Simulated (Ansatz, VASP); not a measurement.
# BN: VASP beside Ansatz

```
B N
1.0
     2.51218    0.00000    0.00000
    -1.25609    2.17561    0.00000
     0.00000    0.00000    8.34401
B N
2 2
Direct
  0.33333 0.66667 0.25000
  0.66667 0.33333 0.75000
  0.33333 0.66667 0.75000
  0.66667 0.33333 0.25000
```

Alike in both runs: task relaxation of cell and atoms; functional PBE; k mesh 12 × 12 × 4; occupations gaussian, width 0.02 eV; no spin polarisation.

```csv
,VASP,Ansatz
version,VASP 6.6.1,Ansatz 0.2.0
potentials or method,"VASP PAW PBE potentials, release 64 (B, N), cutoff 600 eV","scalar-relativistic, plane waves, PAW"
valence electrons in the cell,16,16
```

Ansatz gave:

- gap on the k mesh at the Fermi level, each at its own relaxed structure (eV): 4.40
- relaxed volume (Å³/atom): 11.40
- relaxed length of the cell vector where the two differ most in proportion (Å): 8.344

Question: Estimate VASP's values.

Answer: gap on the k mesh at the Fermi level, each at its own relaxed structure (eV): 4.50; relaxed volume (Å³/atom): 10.72; relaxed length of the cell vector where the two differ most in proportion (Å): 7.846.

One of these differences is far larger than is usual between the two programs; its cause wasn't traced.
